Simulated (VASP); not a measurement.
# BN in VASP: further runs

Runs on BN. Level: PBE+D3(BJ). Tasks: relaxation of the atoms.

Program: VASP 6.6.1. These are calculated values, not measurements. Logs are shortened: lines on timing, memory, paths and dates and some standing lists are left out, and cuts for length are marked.

## Step 1: The cell of the first run

The cell holds a slab with vacuum, 6 atoms: a = 2.506 Å, b = 2.506 Å, c = 23.617 Å, α = 90.00°, β = 90.00°, γ = 120.00°.

## Step 2: Relaxation of the atoms, PBE+D3(BJ)

Input file INCAR:

```
PREC = Accurate
ENCUT = 520
EDIFF = 1E-6
ISMEAR = 0
SIGMA = 0.05
LREAL = False
LASPH = True
NELM = 60
ALGO = Normal
ISIF = 2
LWAVE = False
LCHARG = False
LDIPOL = True
IDIPOL = 3
DIPOL = 0.5 0.5 0.500
GGA = PE
IVDW = 12
IBRION = 2
NSW = 90
EDIFFG = -0.03
```

Input file KPOINTS:

```
regular mesh
0
Gamma
  12 12 1
```

Input file POSCAR:

```
BN
1.0
    2.5064381600      0.0000000000      0.0000000000
   -1.2532190800      2.1706391196      0.0000000000
    0.0000000000      0.0000000000     23.6168458209
B N
3 3
Selective dynamics
Direct
    0.3333333333      0.6666666667      0.3599125838  F F F
    0.6666666667      0.3333333333      0.5000000000  T T T
    0.3333333333      0.6666666667      0.6400874162  T T T
    0.6666666667      0.3333333333      0.3599125838  F F F
    0.3333333333      0.6666666667      0.5000000000  T T T
    0.6666666667      0.3333333333      0.6400874162  T T T
```

Potentials or basis: VASP PAW PBE potentials, release 64 (B, N).

Run with:

```sh
$ cat potpaw_PBE.64/B/POTCAR potpaw_PBE.64/N/POTCAR > POTCAR
$ mpirun -np 1 vasp_std > vasp.out
```

OUTCAR:

```text
PREC = Accurate
   ENCUT = 520
   EDIFF = 1E-6
   ISMEAR = 0
   LREAL = False
   LASPH = True
   NELM = 60
   ISIF = 2
   GGA = PE
   IVDW = 12
   IBRION = 2
   NSW = 90
   EDIFFG = -0.03
 IVDW          = 12

 ion  position               nearest neighbor table
   1  0.333  0.667  0.360-   4 1.45   4 1.45   4 1.45
   2  0.667  0.333  0.500-   5 1.45   5 1.45   5 1.45
   3  0.333  0.667  0.640-   6 1.45   6 1.45   6 1.45
   4  0.667  0.333  0.360-   1 1.45   1 1.45   1 1.45
   5  0.333  0.667  0.500-   2 1.45   2 1.45   2 1.45
   6  0.667  0.333  0.640-   3 1.45   3 1.45   3 1.45

  LATTYP: Found a hexagonal cell.
 ALAT       =     2.5064381600
 C/A-ratio  =     9.4224729729

  Lattice vectors:

 A1 = (   2.5064381600,   0.0000000000,   0.0000000000)
 A2 = (  -1.2532190800,   2.1706391196,   0.0000000000)
 A3 = (   0.0000000000,   0.0000000000,  23.6168458209)

Analysis of symmetry for initial positions (statically):
=====================================================================
 Subroutine PRICEL returns:
 Original cell was already a primitive cell.

 Routine SETGRP: Setting up the symmetry group for a
 hexagonal supercell.

 Subroutine GETGRP returns: Found 12 space group operations
 (whereof 12 operations were pure point group operations)
 out of a pool of 24 trial point group operations.

The static configuration has the point symmetry D_3h.

Analysis of symmetry for dynamics (positions and initial velocities):
=====================================================================
 Subroutine PRICEL returns:
 Original cell was already a primitive cell.

 Routine SETGRP: Setting up the symmetry group for a
 hexagonal supercell.

 Subroutine GETGRP returns: Found 12 space group operations
 (whereof 12 operations were pure point group operations)
 out of a pool of 24 trial point group operations.

The dynamic configuration has the point symmetry D_3h.

Analysis of constrained symmetry for selective dynamics:
=====================================================================
 Subroutine PRICEL returns:
 Original cell was already a primitive cell.

 Routine SETGRP: Setting up the symmetry group for a
 hexagonal supercell.

 Subroutine GETGRP returns: Found  6 space group operations
[... 115 lines left out ...]
   PSTRESS=    0.0 pullay stress
   NELECT =      24.0000    total number of electrons
   NUPDOWN=      -1.0000    fix difference up-down
   EMIN   =  10.00;   EMAX   =-10.00  energy-range for DOS
   EFERMI =   0.00;   METHOD = LEGACY
   ISMEAR =     0;   SIGMA  =   0.05  broadening in eV -4-tet -1-fermi 0-gaus
   EFERMI_NEDOS =   21; number of points for ismear=-14 and -15
   IALGO  =     38    algorithm
   IMIX   =      4    mixing-type and parameters
     AMIX     =   0.40;   BMIX     =  1.00
     AMIX_MAG =   1.60;   BMIX_MAG =  1.00
  volume/ion in A,a.u.               =      21.41       144.51
  Fermi-wavevector in a.u.,A,eV,Ry     =   0.935814  1.768433 11.915284  0.875749
  Thomas-Fermi vector in A             =   2.062760
   LORBIT       =      0    0 simple, 1 ext, 2 COOP (PROOUT), +10 PAW based schemes
   GGA     = PE    functional components
   LHFCALC =     F    Hartree Fock is set to
   AEXX    =    0.0000 exact exchange contribution
   IVDW    =    12    specifies the selected vdW correction
   LEPSILON=     F    determine dielectric tensor
   LRPA    =     F    only Hartree local field effects (RPA)
 conjugate gradient relaxation of ions
 non-spin polarized calculation
 Gauss-broadening in eV      SIGMA  =   0.05
  energy-cutoff  :      520.00
  volume of cell :      128.49
 maximum number of plane-waves:      3495
 NGX is ok and might be reduce to    20

 dipolmoment           0.000000      0.000000      0.000000 electrons x Angstroem

 number of electron      24.0000000 magnetization

 dipolmoment           0.000000      0.000000     -0.000000 electrons x Angstroem

 Free energy of the ion-electron system (eV)
  ---------------------------------------------------
  ext. energy  EPLUGINS =         0.00000000
  ---------------------------------------------------
  free energy    TOTEN  =       -52.75183137 eV

  energy without entropy =      -52.75183137  energy(sigma->0) =      -52.75183137

 E-fermi :  -2.1114     XC(G=0):  -4.6116

 val. band max:       -2.4162901069   @ k =   0.3333   0.3333   0.0000
 cond. band min:       1.9380144923   @ k =   0.5000   0.0000   0.0000
 fundamental gap:      4.3543045992
 Fermi energy:        -2.1114006310

 k-point     1 :       0.0000    0.0000    0.0000
  band No.  band energies     occupation
      1     -20.1776      2.00000
      2     -20.0625      2.00000
      3     -19.9622      2.00000
      4      -8.3779      2.00000
      5      -7.6621      2.00000
      6      -6.8629      2.00000
[... 338 lines left out ...]
      3     -16.4015      2.00000
      4     -10.3686      2.00000
      5     -10.3014      2.00000
      6     -10.2500      2.00000
[... 8 lines left out ...]
     15       2.3532      0.00000
     16       8.6978      0.00000

------------------------ aborting loop because EDIFF is reached ----------------------------------------

 vacuum level on the upper side and lower side of the slab       (xc-potential included)        -0.192        -0.192

 Edisp (eV)   -0.70675

 E8    (eV) :    -0.2143

  FORCE on cell =-STRESS in cart. coord.  units (eV):
  Direction    XX          YY          ZZ          XY          YZ          ZX
  --------------------------------------------------------------------------------------
  -------------------------------------------------------------------------------------
  Total       0.18445     0.18445     0.00115     0.00000     0.00000     0.00000
  in kB       2.29996     2.29996     0.01438     0.00000     0.00000     0.00000
  external pressure =        1.54 kB  Pullay stress =        0.00 kB

 VOLUME and BASIS-vectors are now :
 -----------------------------------------------------------------------------
  energy-cutoff  :      520.00
  volume of cell :      128.49
      direct lattice vectors                 reciprocal lattice vectors
     2.506438160  0.000000000  0.000000000     0.398972540  0.230346904  0.000000000
    -1.253219080  2.170639120  0.000000000     0.000000000  0.460693807  0.000000000
     0.000000000  0.000000000 23.616845821     0.000000000  0.000000000  0.042342657

 POSITION                                       TOTAL-FORCE (eV/Angst)
 -----------------------------------------------------------------------------------
     -0.00000      1.44709      8.50000         0.000000     -0.000000      0.020386
      1.25322      0.72355     11.80842         0.000000      0.000000      0.000009
     -0.00000      1.44709     15.11685        -0.000000      0.000000     -0.020396
      1.25322      0.72355      8.50000         0.000000     -0.000000     -0.029627
     -0.00000      1.44709     11.80842         0.000000     -0.000000      0.000011
      1.25322      0.72355     15.11685         0.000000     -0.000000      0.029617
 -----------------------------------------------------------------------------------
    total drift:                               -0.000000      0.000000     -0.000063

  FREE ENERGIE OF THE ION-ELECTRON SYSTEM (eV)
  ---------------------------------------------------
  free  energy   TOTEN  =       -53.4585862810 eV

  energy  without entropy=      -53.4585862810  energy(sigma->0) =      -53.45858628

 reached required accuracy - stopping structural energy minimisation

 vacuum level on the upper side and lower side of the slab         3.277         3.277
```

OSZICAR:

```text
N       E                     dE             d eps       ncg     rms          rms(c)
DAV:   1     0.201816796477E+03    0.20182E+03   -0.11147E+04   608   0.124E+03
DAV:   2    -0.376272585998E+02   -0.23944E+03   -0.23043E+03   880   0.286E+02
DAV:   3    -0.577938793916E+02   -0.20167E+02   -0.20144E+02   704   0.106E+02
[... 15 lines left out ...]
DAV:  19    -0.527518073492E+02   -0.47158E-05   -0.75510E-07   664   0.611E-03    0.332E-03
DAV:  20    -0.527518167412E+02   -0.93921E-05   -0.50487E-07   640   0.545E-03    0.151E-03
DAV:  21    -0.527518275367E+02   -0.10795E-04   -0.37618E-07   592   0.377E-03    0.147E-03
DAV:  22    -0.527518305891E+02   -0.30525E-05   -0.73239E-08   632   0.152E-03    0.189E-03
DAV:  23    -0.527518313697E+02   -0.78059E-06   -0.77337E-08   608   0.218E-03
   1 F= -.53458586E+02 E0= -.53458586E+02  d E =-.534586E+02
```

Wall time 2 min (1 thread of AMD EPYC 7R13, shared host); peak memory 0.23 GiB.

Results:

| Property | Result |
| --- | --- |
| Free energy | -53.4586 eV |
| Band gap on the k mesh | 4.35 eV, indirect (least direct gap 4.66 eV) |
| Dispersion energy per atom | -0.118 eV |

Final structure:
```yaml
crystal:
  lattice:
    - [2.50644, 0.00000, 0.00000]
    - [-1.25322, 2.17064, 0.00000]
    - [0.00000, 0.00000, 23.61685]
  atoms:
    - { symbol: B, position: [0.33333, 0.66667, 0.35991] }
    - { symbol: B, position: [0.66667, 0.33333, 0.50000] }
    - { symbol: B, position: [0.33333, 0.66667, 0.64009] }
    - { symbol: N, position: [0.66667, 0.33333, 0.35991] }
    - { symbol: N, position: [0.33333, 0.66667, 0.50000] }
    - { symbol: N, position: [0.66667, 0.33333, 0.64009] }
```

Caveat: the relaxation stopped at its first step, so nothing moved.

## Step 3: Relaxation of the atoms, PBE+D3(BJ)

This run uses another cell than the first one: it holds 10 atoms, not 6.

Input file INCAR:

```
  ALGO = Normal
  DIPOL = 0.5 0.5 0.500
  EDIFF = 1E-7
  EDIFFG = -0.03
  ENCUT = 520
  GGA = PE
  IBRION = 2
  IDIPOL = 3
  ISIF = 2
  ISMEAR = 0
  IVDW = 12
  LASPH = True
  LCHARG = False
  LDIPOL = True
  LREAL = False
  LUSENCCL = False
  LWAVE = False
  NELM = 100
  NSW = 90
  PREC = Accurate
  SIGMA = 0.05
```

Input file KPOINTS:

```
k-points
0
Gamma
  12 12 1
```

Input file POSCAR:

```
BN
1.0
    2.5064382241      0.0000000000      0.0000000000
   -1.2532191120      2.1706391751      0.0000000000
    0.0000000000      0.0000000000     30.2336900623
B N
5 5
Selective dynamics
Direct
    0.6666666667      0.3333333333      0.2811433200  F F F
    0.3333333333      0.6666666667      0.3905716600  F F F
    0.6666666667      0.3333333333      0.5000000000  T T T
    0.3333333333      0.6666666667      0.6094283400  T T T
    0.6666666667      0.3333333333      0.7188566800  T T T
    0.3333333333      0.6666666667      0.2811433200  F F F
    0.6666666667      0.3333333333      0.3905716600  F F F
    0.3333333333      0.6666666667      0.5000000000  T T T
    0.6666666667      0.3333333333      0.6094283400  T T T
    0.3333333333      0.6666666667      0.7188566800  T T T
```

Potentials or basis: VASP PAW PBE potentials, release 64 (B, N).

Run with:

```sh
$ cat potpaw_PBE.64/B/POTCAR potpaw_PBE.64/N/POTCAR > POTCAR
$ mpirun -np 1 vasp_std > vasp.out
```

It used 55 s of CPU time on 1 × NVIDIA H100 80GB with 1 thread of AMD EPYC 7R13 Processor (Zen 3), on a shared host.

It converged, with:

```yaml
Free_energy: -89.1751 eV
Band_gap_on_the_k_mesh: 4.29 eV, indirect (least direct gap 4.64 eV)
Dispersion_energy_per_atom: -0.127 eV
```

Final structure:
```
B N
1.0
     2.50644    0.00000    0.00000
    -1.25322    2.17064    0.00000
     0.00000    0.00000   30.23369
B N
5 5
Direct
  0.66667 0.33333 0.28114
  0.33333 0.66667 0.39057
  0.66667 0.33333 0.50000
  0.33333 0.66667 0.60943
  0.66667 0.33333 0.71886
  0.33333 0.66667 0.28114
  0.66667 0.33333 0.39057
  0.33333 0.66667 0.50000
  0.66667 0.33333 0.60943
  0.33333 0.66667 0.71886
```

Levels at points of the mesh, in eV from the valence-band top:
```csv
k point,band 18,band 19,band 20,band 21,band 22,band 23
"(0.00, 0.00, 0.00)",-1.32,-1.31,-1.31,4.93,5.04,5.80
"(0.50, 0.00, 0.00)",-0.91,-0.66,-0.49,4.29,4.45,4.75
```

Caveat: the relaxation stopped at its first step, so nothing moved.
